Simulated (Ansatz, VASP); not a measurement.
Two plane-wave programs on Al5N

```
Al N
1.0
     4.76482    0.00000    0.00000
    -2.38241    4.12646    0.00000
     0.00000    0.00000    4.48774
Al N
5 1
Direct
  0.31708 0.00000 0.00000
  0.00000 0.31708 0.00000
  0.68292 0.68292 0.00000
  0.33333 0.66667 0.49999
  0.66667 0.33333 0.50001
  0.00000 0.00000 0.50000
```

Alike in both runs: functional PBE; k mesh 6 × 6 × 4; occupations gaussian, width 0.1 eV; no spin polarisation.

Ansatz relaxed the structure, and its values are those at the end. VASP's run is a single point on that final structure, the one shown.

|  | VASP | Ansatz |
| --- | --- | --- |
| version | VASP 6.6.1 | Ansatz 0.2.0 |
| potentials or method | VASP PAW PBE potentials, release 64 (Al, N), cutoff 520 eV | scalar-relativistic, plane waves, PAW |
| valence electrons in the cell | 20 | 20 |

|  | VASP | Ansatz | Ansatz less VASP |
| --- | --- | --- | --- |
| gap on the k mesh at the Fermi level (eV) | none | none | - |
| pressure (GPa) | 0.0 | 0.1 | +0.06 |

A gap of «none» marks a metal or a gap that the smearing closes. With one functional, cell and mesh, what is left measures potentials, basis and numerics.
